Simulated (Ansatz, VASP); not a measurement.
# One calculation of ZrC, two programs

The input INCAR:

```
SYSTEM = ZrC
PREC     = Accurate       ! precision mode
ENCUT    = 600            ! plane-wave cutoff, eV
EDIFF    = 1E-6           ! SCF threshold, eV
ISMEAR   = 0              ! smearing method
SIGMA    = 0.1            ! smearing width, eV
LREAL    = .False.        ! projectors in reciprocal space
LASPH    = .True.         ! aspherical terms in the spheres
NELM     = 120            ! most SCF steps
ALGO     = Normal         ! electronic algorithm
ISIF     = 2              ! what is computed and relaxed
LWAVE    = .False.        ! write WAVECAR
LCHARG   = .True.         ! write CHGCAR
GGA      = PE             ! functional
IVDW     = 12             ! dispersion correction
LELF     = .True.         ! ELF
LVHAR    = .True.       
NBANDS   = 15             ! bands
GGA_COMPAT= .False.
```

KPOINTS

```
Automatic mesh
0
Gamma
  6 6 6
  0 0 0
```

POSCAR

```
ZrC
1.0
    0.0000000000      2.3350000000      2.3350000000
    2.3350000000      0.0000000000      2.3350000000
    2.3350000000      2.3350000000      0.0000000000
Zr C
1 1
Direct
    0.0000000000      0.0000000000      0.0000000000
    0.5000000000      0.5000000000      0.5000000000
```

Input for Ansatz:

```yaml
crystal:
  lattice:
    - [0.0, 2.335, 2.335]
    - [2.335, 0.0, 2.335]
    - [2.335, 2.335, 0.0]
  atoms:
    - { symbol: Zr, position: [0.0, 0.0, 0.0] }
    - { symbol: C, position: [0.5, 0.5, 0.5] }
basis:
  ecutwfc: 420
kpoints:
  mp_grid: { grid: [6, 6, 6] }
hamiltonian:
  xc: pbe
  dispersion: d3bj
  pseudopotentials: { kind: paw, azcp: { folder: soft_1 } }
scf:
  occupations: { method: gaussian, width: 0.1 }
output:
  forces: true
  stress: true
  eigenvalues: true
```

Alike in both runs: task single point; functional PBE; dispersion D3(BJ); k mesh 6 × 6 × 6; occupations gaussian, width 0.1 eV; no spin polarisation.

```csv
,VASP,Ansatz
version,VASP 6.6.1,Ansatz 0.2.0
potentials or method,"VASP PAW PBE potentials, release 64 (Zr_sv, C), cutoff 600 eV","scalar-relativistic, plane waves, PAW"
valence electrons in the cell,16,16
```

|  | VASP | Ansatz | Ansatz less VASP |
| --- | --- | --- | --- |
| gap on the k mesh at the Fermi level (eV) | none | none | - |
| pressure (GPa) | 0.7 | 0.6 | -0.11 |

A gap of «none» marks a metal or a gap that the smearing closes.

The k mesh is coarse, so the values compare programs but aren't converged.
